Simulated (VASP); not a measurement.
## CaSe: relaxation of cell and atoms with PBEsol

Crystal: CaSe.

```
CELL_PARAMETERS angstrom
3.65124 0.00000 0.00000
0.00000 3.65124 0.00000
0.00000 0.00000 3.65124
ATOMIC_POSITIONS crystal
Ca 0.00000 0.00000 0.00000
Se 0.50000 0.50000 0.50000
```

```
Program                : VASP 6.6.1
Task                   : relaxation of cell and atoms
Functional             : PBEsol
Potentials or basis    : VASP PAW PBE potentials, release 64 (Ca_sv, Se)
Cutoff                 : 600 eV
k mesh                 : 6 × 6 × 6
Occupations            : fermi-dirac, width 0.02 eV
Spin                   : no spin polarisation
Dipole correction      : no
Further INCAR settings : ALGO = Normal; EDIFF = 1e-06; IBRION = 2; EDIFFG = -0.005; NSW = 80; ISIF = 3
```

The relaxed volume is 23.33 Å³/atom and the relaxed cell is a = 3.600 Å, b = 3.600 Å, c = 3.600 Å, α = 90.00°, β = 90.00°, γ = 90.00°. The space group after relaxing (to 0.1 Å) is Pm-3m (No. 221) and the energy gained by relaxing is 7.0 meV/atom. The ionic steps are 3, the pressure after relaxing is 0.0 GPa and the band gap on the k mesh is 0.61 eV.

Step by step:
```
step  energy change (eV)  largest force (eV/Å)  pressure (GPa)  volume (Å³)
   1              0.0000                0.0000           -2.15        48.68
   2             -0.0139                0.0000            0.29        46.41
   3             -0.0141                0.0000            0.00        46.65
```

Final structure:
```xyz
2
Lattice="3.5999 0.0000 0.0000 0.0000 3.5999 0.0000 0.0000 0.0000 3.5999" Properties=species:S:1:pos:R:3 pbc="T T T"
Ca    0.0000    0.0000    0.0000
Se    1.7999    1.7999    1.7999
```

Levels at points of the mesh, in eV from the valence-band top:
| k point | band 4 | band 5 | band 6 | band 7 | band 8 | band 9 | band 10 | band 11 | band 12 |
| --- | --- | --- | --- | --- | --- | --- | --- | --- | --- |
| (0.00, 0.00, 0.00) | -22.08 | -13.21 | -0.90 | -0.90 | -0.90 | 0.92 | 0.92 | 2.11 | 4.43 |
| (0.50, 0.00, 0.00) | -22.06 | -12.41 | -5.13 | -1.11 | -1.11 | 1.91 | 4.64 | 4.70 | 4.89 |
| (0.50, 0.50, 0.00) | -22.04 | -12.10 | -3.71 | -3.71 | 0.00 | 0.61 | 2.92 | 3.14 | 3.14 |
| (0.50, 0.50, 0.50) | -22.21 | -11.49 | -3.89 | -3.89 | -3.89 | 3.77 | 3.77 | 3.77 | 5.56 |

Run time: 30 s on 1 thread of Intel(R) Xeon(R) Platinum 8259CL CPU @ 2.50GHz (Skylake/Cascade Lake), with other jobs on the host, peak memory 0.18 GiB.

Caveat: the PAW data sets were made with another functional, which shifts forces and pressure a little. A k mesh can miss the band edges.
